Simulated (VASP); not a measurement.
Write the native input for VASP 6.6.1 that does the following.

```yaml
Task: single point
Functional: PBE
Potentials_or_basis: VASP PAW PBE potentials, release 64 (Te, Cu)
Cutoff: 520 eV
k_mesh: 7 × 7 × 7
Occupations: fermi-dirac, width 0.05 eV
Spin: no spin polarisation
Dipole_correction: no
Further_INCAR_settings: ALGO = Fast; EDIFF = 1e-06; NBANDS = 28
```

The structure of Cu3Te lies in POSCAR:

```
Cu3Te
1.0
    3.8660952710      0.0000000000      0.0000000000
    0.0000000000      3.8660952710      0.0000000000
    0.0000000000      0.0000000000      3.8660952710
Te Cu
1 3
Direct
    0.0000000000      0.0000000000      0.0000000000
    0.5000000000      0.5000000000      0.0000000000
    0.5000000000      0.0000000000      0.5000000000
    0.0000000000      0.5000000000      0.5000000000
```

The input as run:

INCAR

```
PREC     = Accurate       # precision mode
ENCUT    = 520            # plane-wave cutoff, eV
EDIFF    = 1E-6           # SCF threshold, eV
ISMEAR   = -1             # smearing method
SIGMA    = 0.05           # smearing width, eV
LREAL    = False          # projectors in reciprocal space
LASPH    = True           # aspherical terms in the spheres
NELM     = 80             # most SCF steps
ALGO     = Fast           # electronic algorithm
ISIF     = 2              # what is computed and relaxed
LWAVE    = False          # write WAVECAR
LCHARG   = False          # write CHGCAR
GGA      = PE             # functional
NBANDS   = 28             # bands
```

KPOINTS

```
regular mesh
0
Gamma
  7 7 7
```

Potentials or basis: VASP PAW PBE potentials, release 64 (Te, Cu).

Run with:

```sh
$ cat potpaw_PBE.64/Te/POTCAR potpaw_PBE.64/Cu/POTCAR > POTCAR
$ mpirun -np 1 vasp_std > vasp.out
```

It gave:

The pressure is 8.8 GPa.

It took 70 s on 1 thread of Intel(R) Xeon(R) Platinum 8259CL CPU @ 2.50GHz (Skylake/Cascade Lake) (shared host), peak memory 0.17 GiB.
